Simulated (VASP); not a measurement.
Crystal: As2RhAu3.

```
As Rh Au
1.0
     3.90748    0.00000    0.00000
    -1.95374    3.38397    0.00000
     0.00000    0.00000    9.69598
As Rh Au
2 1 3
Direct
  0.33333 0.66667 0.82713
  0.66667 0.33333 0.17286
  0.00000 0.00000 0.50000
  0.33333 0.66667 0.34809
  0.66667 0.33333 0.65191
  0.00000 0.00000 0.00000
```

| Quantity | Value |
| --- | --- |
| Program | VASP 6.6.1 |
| Task | relaxation of cell and atoms |
| Functional | PBEsol |
| Potentials or basis | VASP PAW PBE potentials, release 64 (As, Rh_pv, Au) |
| Cutoff | 600 eV |
| k mesh | 6 × 6 × 2 |
| Occupations | fermi-dirac, width 0.03 eV |
| Spin | no spin polarisation |

At the start: pressure -13.4 GPa; volume 21.37 Å³/atom.

Problem. Where does the relaxation end?

Solution. Over 21 steps the energy falls by 159.6 meV/atom and the volume is 18.33 Å³/atom (-14.2 %); space group P-3m1 (No. 164, to 0.05 Å).

Step by step:
| step | energy change (eV) | largest force (eV/Å) | pressure (GPa) | volume (Å³) |
| --- | --- | --- | --- | --- |
| 1 | 0.0000 | 0.2973 | -13.36 | 128.21 |
| 2 | -0.0366 | 1.6880 | 23.25 | 97.91 |
| 3 | -0.8480 | 0.8802 | -0.24 | 111.16 |
| 4 | -0.8485 | 0.8957 | 0.16 | 110.83 |
| 5 | -0.9134 | 0.5261 | 0.23 | 110.33 |
| 6 | -0.9474 | 0.0732 | 0.79 | 109.48 |
| 7 | -0.9482 | 0.0091 | 0.68 | 109.59 |
| 8 | -0.9471 | 0.0302 | -1.07 | 111.02 |
| 9 | -0.9497 | 0.0086 | -0.09 | 110.21 |
| 10 | -0.9505 | 0.0075 | -0.10 | 110.21 |
| 11 | -0.9526 | 0.0074 | -0.08 | 110.18 |
| 12 | -0.9558 | 0.0335 | -0.09 | 110.12 |
| 13 | -0.9545 | 0.1222 | -0.07 | 109.90 |
| 14 | -0.9566 | 0.0647 | -0.09 | 110.05 |
| 15 | -0.9562 | 0.0089 | 0.74 | 109.38 |
| 16 | -0.9570 | 0.0398 | 0.23 | 109.78 |
| 17 | -0.9575 | 0.0164 | 0.04 | 109.95 |
| 18 | -0.9575 | 0.0211 | -0.02 | 110.00 |
| 19 | -0.9575 | 0.0215 | -0.02 | 110.00 |
| 20 | -0.9576 | 0.0136 | 0.01 | 109.98 |
| 21 | -0.9576 | 0.0062 | 0.05 | 109.96 |

Final structure:
```
CELL_PARAMETERS angstrom
3.81615 0.00000 0.00000
-1.90808 3.30488 0.00000
0.00000 0.00000 8.71888
ATOMIC_POSITIONS crystal
As 0.33333 0.66667 0.82201
As 0.66667 0.33333 0.17799
Rh 0.00000 0.00000 0.50000
Au 0.33333 0.66667 0.33733
Au 0.66667 0.33333 0.66267
Au 0.00000 0.00000 0.00000
```

Caveat: the PAW data sets were made with another functional, which shifts forces and pressure a little.
